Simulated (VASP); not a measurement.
# Re (Fm-3m) in VASP: single point with PBE

Aim: the single point of Re with PBE.

All numbers are computed with VASP 6.6.1; they aren't measurements. Logs are shortened: lines on timing, memory, paths and dates and some standing lists are left out, and cuts for length are marked.

## Step 1: The cell of the first run

Symmetry: Fm-3m, No. 225, cubic system. The conventional cell has a = 3.950 Å, b = 3.950 Å, c = 3.950 Å, α = 90.00°, β = 90.00°, γ = 90.00°. Within 3.7 Å of Re (site symmetry m-3m) lie 12 Re at 2.79 Å.

This isn't the form of Re at room conditions, which is hcp.

## Step 2: Single point, PBE

Contents of INCAR:

```
PREC     = Accurate       # precision mode
ENCUT    = 520            # plane-wave cutoff, eV
EDIFF    = 1E-6           # SCF threshold, eV
ISMEAR   = 0              # smearing method
SIGMA    = 0.05           # smearing width, eV
LREAL    = F              # projectors in reciprocal space
LASPH    = T              # aspherical terms in the spheres
NELM     = 100            # most SCF steps
ALGO     = Normal         # electronic algorithm
ISIF     = 2              # what is computed and relaxed
LWAVE    = F              # write WAVECAR
LCHARG   = F              # write CHGCAR
GGA      = PE             # functional
NBANDS   = 10             # bands
```

Contents of KPOINTS:

```
regular mesh
0
Gamma
  18 18 18
```

Contents of POSCAR:

```
Re
1.0
    0.0000000000      1.9750000000      1.9750000000
    1.9750000000      0.0000000000      1.9750000000
    1.9750000000      1.9750000000      0.0000000000
Re
1
Direct
    0.0000000000      0.0000000000      0.0000000000
```

Potentials or basis: VASP PAW PBE potentials, release 64 (Re).

Started as:

```
cat potpaw_PBE.64/Re/POTCAR > POTCAR
mpirun -np 1 vasp_std > vasp.out
```

OUTCAR:

```text
PREC = Accurate
   ENCUT = 520
   EDIFF = 1E-6
   ISMEAR = 0
   LREAL = F
   LASPH = T
   NELM = 100
   ISIF = 2
   GGA = PE

 ion  position               nearest neighbor table
   1  0.000  0.000  0.000-

  LATTYP: Found a face centered cubic cell.
 ALAT       =     3.9500000000

  Lattice vectors:

 A1 = (   0.0000000000,   1.9750000000,   1.9750000000)
 A2 = (   1.9750000000,   0.0000000000,   1.9750000000)
 A3 = (   1.9750000000,   1.9750000000,   0.0000000000)

Analysis of symmetry for initial positions (statically):
=====================================================================
 Subroutine PRICEL returns:
 Original cell was already a primitive cell.

 Routine SETGRP: Setting up the symmetry group for a
 face centered cubic supercell.

 Subroutine GETGRP returns: Found 48 space group operations
 (whereof 48 operations were pure point group operations)
 out of a pool of 48 trial point group operations.

The static configuration has the point symmetry O_h .

Analysis of symmetry for dynamics (positions and initial velocities):
=====================================================================
 Subroutine PRICEL returns:
 Original cell was already a primitive cell.

 Routine SETGRP: Setting up the symmetry group for a
 face centered cubic supercell.

 Subroutine GETGRP returns: Found 48 space group operations
 (whereof 48 operations were pure point group operations)
 out of a pool of 48 trial point group operations.

The dynamic configuration has the point symmetry O_h .

 Subroutine INISYM returns: Found 48 space group operations
 (whereof 48 operations are pure point group operations),
 and found     1 'primitive' translations

----------------------------------------------------------------------------------------

                                     Primitive cell

  volume of cell :      15.4075

  direct lattice vectors                    reciprocal lattice vectors
     0.000000000  1.975000000  1.975000000    -0.253164557  0.253164557  0.253164557
     1.975000000  0.000000000  1.975000000     0.253164557 -0.253164557  0.253164557
     1.975000000  1.975000000  0.000000000     0.253164557  0.253164557 -0.253164557

  length of vectors
     2.793071786  2.793071786  2.793071786     0.438493875  0.438493875  0.438493875

  position of ions in fractional coordinates (direct lattice)
     0.000000000  0.000000000  0.000000000

  ion indices of the primitive-cell ions
   primitive index   ion index
                 1           1

----------------------------------------------------------------------------------------

 KPOINTS: regular mesh

Automatic generation of k-mesh.
 Grid dimensions read from file:
 generate k-points for:   18   18   18

 Generating k-lattice:

  Cartesian coordinates                     Fractional coordinates (reciprocal lattice)
    -0.014064698  0.014064698  0.014064698     0.055555556  0.000000000  0.000000000
     0.014064698 -0.014064698  0.014064698     0.000000000  0.055555556  0.000000000
     0.014064698  0.014064698 -0.014064698     0.000000000  0.000000000  0.055555556

  Length of vectors
     0.024360771  0.024360771  0.024360771

  Shift w.r.t. Gamma in fractional coordinates (k-lattice)
     0.000000000  0.000000000  0.000000000

 Subroutine IBZKPT returns following result:
 ===========================================

 Found    195 irreducible k-points:

 Following reciprocal coordinates:
            Coordinates               Weight
  0.000000  0.000000  0.000000      1.000000
  0.055556  0.000000  0.000000      8.000000
  0.111111  0.000000  0.000000      8.000000
  0.166667  0.000000  0.000000      8.000000
  0.222222  0.000000  0.000000      8.000000
  0.277778  0.000000  0.000000      8.000000
[... 16 lines left out ...]
 -0.277778  0.055556  0.000000     24.000000
 -0.222222  0.055556  0.000000     24.000000
 [... further k-points ...]
   k-points           NKPTS =    195   k-points in BZ     NKDIM =    195   number of bands    NBANDS=     10
   number of dos      NEDOS =    301   number of ions     NIONS =      1
   total plane-waves  NPLWV =  13824
   dimension x,y,z NGX =    24 NGY =   24 NGZ =   24
   dimension x,y,z NGXF=    48 NGYF=   48 NGZF=   48
   ions per type =               1
   NGX,Y,Z   is equivalent  to a cutoff of  14.28, 14.28, 14.28 a.u.
   NGXF,Y,Z  is equivalent  to a cutoff of  28.57, 28.57, 28.57 a.u.
 SYSTEM =  unknown system
   PREC   = accura    normal or accurate (medium, high low for compatibility)
   ISTART =      0    job   : 0-new  1-cont  2-samecut
   ICHARG =      2    charge: 1-file 2-atom 10-const
   ISPIN  =      1    spin polarized calculation?
   LNONCOLLINEAR =      F non collinear calculations
   LSORBIT =      F    spin-orbit coupling
   LASPH  =      T    aspherical Exc in radial PAW
   ENCUT  =  520.0 eV  38.22 Ry    6.18 a.u.   5.19  5.19  5.19*2*pi/ulx,y,z
   NELM   =    100;   NELMIN=  2; NELMDL= -5     # of ELM steps
   EDIFF  = 0.1E-05   stopping-criterion for ELM
   LREAL  =      F    real-space projection
   EDIFFG = 0.1E-04   stopping-criterion for IOM
   NSW    =      0    number of steps for IOM
   IBRION =     -1    ionic relax: 0-MD 1-quasi-New 2-CG
   NFREE  =      0    steps in history (QN), initial steepest desc. (CG)
   ISIF   =      2    stress and relaxation
   ISYM   =      2    0-nonsym 1-usesym 2-fastsym
   POTIM  = 0.5000    time-step for ionic-motion
   TEBEG  =    0.0;   TEEND  =   0.0 temperature during run
   PSTRESS=    0.0 pullay stress
   NELECT =       7.0000    total number of electrons
   NUPDOWN=      -1.0000    fix difference up-down
   EMIN   =  10.00;   EMAX   =-10.00  energy-range for DOS
   EFERMI =   0.00;   METHOD = LEGACY
   ISMEAR =     0;   SIGMA  =   0.05  broadening in eV -4-tet -1-fermi 0-gaus
   EFERMI_NEDOS =   21; number of points for ismear=-14 and -15
   IALGO  =     38    algorithm
   IMIX   =      4    mixing-type and parameters
     AMIX     =   0.40;   BMIX     =  1.00
     AMIX_MAG =   1.60;   BMIX_MAG =  1.00
  volume/ion in A,a.u.               =      15.41       103.97
  Fermi-wavevector in a.u.,A,eV,Ry     =   1.258531  2.378278 21.550255  1.583899
  Thomas-Fermi vector in A             =   2.392135
   LORBIT       =      0    0 simple, 1 ext, 2 COOP (PROOUT), +10 PAW based schemes
   GGA     = PE    functional components
   LHFCALC =     F    Hartree Fock is set to
   AEXX    =    0.0000 exact exchange contribution
   IVDW    =     0    specifies the selected vdW correction
   LEPSILON=     F    determine dielectric tensor
   LRPA    =     F    only Hartree local field effects (RPA)
 non-spin polarized calculation
 Gauss-broadening in eV      SIGMA  =   0.05
  energy-cutoff  :      520.00
  volume of cell :       15.41
 maximum number of plane-waves:       432
 NGX is ok and might be reduce to    24
   NGX = 11   NGY = 11   NGZ = 11

 number of electron       7.0000000 magnetization

 Free energy of the ion-electron system (eV)
  ---------------------------------------------------
  ext. energy  EPLUGINS =         0.00000000
  ---------------------------------------------------
  free energy    TOTEN  =       -12.34868298 eV

  energy without entropy =      -12.34753545  energy(sigma->0) =      -12.34810921

 E-fermi :   7.5650     XC(G=0): -13.4791

 val. band max:        7.5596361135   @ k =   0.4444   0.3889   0.0556
 cond. band min:       7.6213842633   @ k =  -0.4444   0.2778   0.1111
 fundamental gap:      0.0617481498
 Fermi energy:         7.5650127311

 k-point     1 :       0.0000    0.0000    0.0000
  band No.  band energies     occupation
      1      -2.2187      2.00000
      2       5.7903      2.00000
      3       5.7903      2.00000
      4       5.7903      2.00000
      5       8.7611      0.00000
      6       8.7611      0.00000
      7      21.4574      0.00000
      8      26.8545      0.00000
      9      26.8545      0.00000
     10      26.8545      0.00000

 k-point     2 :       0.0556    0.0000    0.0000
  band No.  band energies     occupation
      1      -2.0821      2.00000
      2       5.6980      2.00000
      3       5.8543      2.00000
      4       5.8543      2.00000
      5       8.7106      0.00000
      6       8.7106      0.00000
      7      21.7215      0.00000
      8      26.1208      0.00000
      9      27.1011      0.00000
     10      27.1011      0.00000

 k-point     3 :       0.1111    0.0000    0.0000
  band No.  band energies     occupation
      1      -1.6862      2.00000
      2       5.4591      2.00000
      3       6.0213      2.00000
      4       6.0213      2.00000
      5       8.5983      0.00000
      6       8.5983      0.00000
      7      22.4398      0.00000
      8      24.7783      0.00000
      9      27.8178      0.00000
     10      27.8178      0.00000

 k-point     4 :       0.1667    0.0000    0.0000
  band No.  band energies     occupation
      1      -1.0777      2.00000
      2       5.1748      2.00000
      3       6.2052      2.00000
      4       6.2052      2.00000
      5       8.5436      0.00000
      6       8.5436      0.00000
      7      22.9581      0.00000
      8      23.9235      0.00000
      9      28.9409      0.00000
     10      28.9409      0.00000

 k-point     5 :       0.2222    0.0000    0.0000
  band No.  band energies     occupation
      1      -0.3521      2.00000
      2       4.9887      2.00000
      3       6.2704      2.00000
      4       6.2704      2.00000
      5       8.7138      0.00000
      6       8.7138      0.00000
      7      21.8981      0.00000
      8      24.6381      0.00000
      9      30.3669      0.00000
     10      30.3732      0.00000

 k-point     6 :       0.2778    0.0000    0.0000
  band No.  band energies     occupation
      1       0.3281      2.00000
      2       5.0806      2.00000
      3       6.1636      2.00000
      4       6.1636      2.00000
      5       9.1716      0.00000
      6       9.1716      0.00000
      7      20.7374      0.00000
      8      24.5346      0.00000
      9      31.3298      0.00000
     10      31.6175      0.00000
[... 183 lines left out ...]
 k-point    21 :      -0.3889    0.0556    0.0000
  band No.  band energies     occupation
      1       1.1326      2.00000
      2       5.6139      2.00000
      3       5.8060      2.00000
      4       6.5879      2.00000
      5      10.3454      0.00000
      6      11.1871      0.00000
      7      18.0438      0.00000
      8      21.8683      0.00000
      9      27.4354      0.00000
     10      28.7080      0.00000

 k-point    22 :      -0.3333    0.0556    0.0000
  band No.  band energies     occupation
      1       0.9991      2.00000
      2       5.6998      2.00000
      3       5.8158      2.00000
      4       5.9762      2.00000
      5       9.6330      0.00000
      6      10.6078      0.00000
      7      19.3150      0.00000
      8      22.9398      0.00000
      9      28.4551      0.00000
     10      30.4301      0.00000

 k-point    23 :      -0.2778    0.0556    0.0000
  band No.  band energies     occupation
      1       0.6321      2.00000
      2       5.0727      2.00000
      3       6.0406      2.00000
      4       6.1879      2.00000
      5       8.9200      0.00000
      6       9.9404      0.00000
      7      20.5249      0.00000
      8      24.2871      0.00000
      9      29.5708      0.00000
     10      30.8511      0.00000

 k-point    24 :      -0.2222    0.0556    0.0000
  band No.  band energies     occupation
      1       0.0042      2.00000
      2       4.8696      2.00000
      3       6.2250      2.00000
      4       6.3532      2.00000
      5       8.3720      0.00000
      6       9.3460      0.00000
      7      21.6876      0.00000
      8      24.8967      0.00000
      9      29.5082      0.00000
     10      30.6931      0.00000

 [... further k-points ...]

------------------------ aborting loop because EDIFF is reached ----------------------------------------

  FORCE on cell =-STRESS in cart. coord.  units (eV):
  Direction    XX          YY          ZZ          XY          YZ          ZX
  --------------------------------------------------------------------------------------
  -------------------------------------------------------------------------------------
  Total       -0.9385914     -0.9385914     -0.9385914      0.0000000     -0.0000000      0.0000000
  in kB      -97.6013590    -97.6013590    -97.6013590      0.0000000     -0.0000000      0.0000000
  external PRESSURE =     -97.6013590 kB  Pullay stress =       0.0000000 kB

 VOLUME and BASIS-vectors are now :
 -----------------------------------------------------------------------------
  energy-cutoff  :      520.00
  volume of cell :       15.41
      direct lattice vectors                 reciprocal lattice vectors
     0.000000000  1.975000000  1.975000000    -0.253164557  0.253164557  0.253164557
     1.975000000  0.000000000  1.975000000     0.253164557 -0.253164557  0.253164557
     1.975000000  1.975000000  0.000000000     0.253164557  0.253164557 -0.253164557

 POSITION                                       TOTAL-FORCE (eV/Angst)
 -----------------------------------------------------------------------------------
      0.00000      0.00000      0.00000         0.000000      0.000000      0.000000
 -----------------------------------------------------------------------------------
    total drift:                               -0.000000      0.000000      0.000000

  FREE ENERGIE OF THE ION-ELECTRON SYSTEM (eV)
  ---------------------------------------------------
  free  energy   TOTEN  =       -12.3486829822 eV

  energy  without entropy=      -12.3475354456  energy(sigma->0) =      -12.34810921
```

Wall time 22 s (1 thread of Intel Xeon 8259CL, shared host); peak memory 0.16 GiB.

Results:

- Free energy: -12.3487 eV
- Pressure: -9.8 GPa
- Band gap on the k mesh: zero (an odd number of electrons rules out a gap without spin polarisation)

Levels at points of the mesh, in eV from the Fermi level:
```
           k point  band 1  band 2  band 3  band 4  band 5  band 6  band 7  band 8
(0.00, 0.00, 0.00)   -9.78   -1.77   -1.77   -1.77    1.20    1.20   13.89   19.29
(0.50, 0.00, 0.00)   -6.53   -1.96   -1.96    0.17    3.57    3.57    9.33   13.38
(0.50, 0.50, 0.00)   -6.41   -5.58    2.64    3.52    4.26    4.26   11.93   11.93
```

Caveat: the cell stands under tension; spin-orbit coupling is left out, which moves the levels of the heavy elements.

The gap in the log of VASP goes by the Fermi energy; the results here count the filled bands.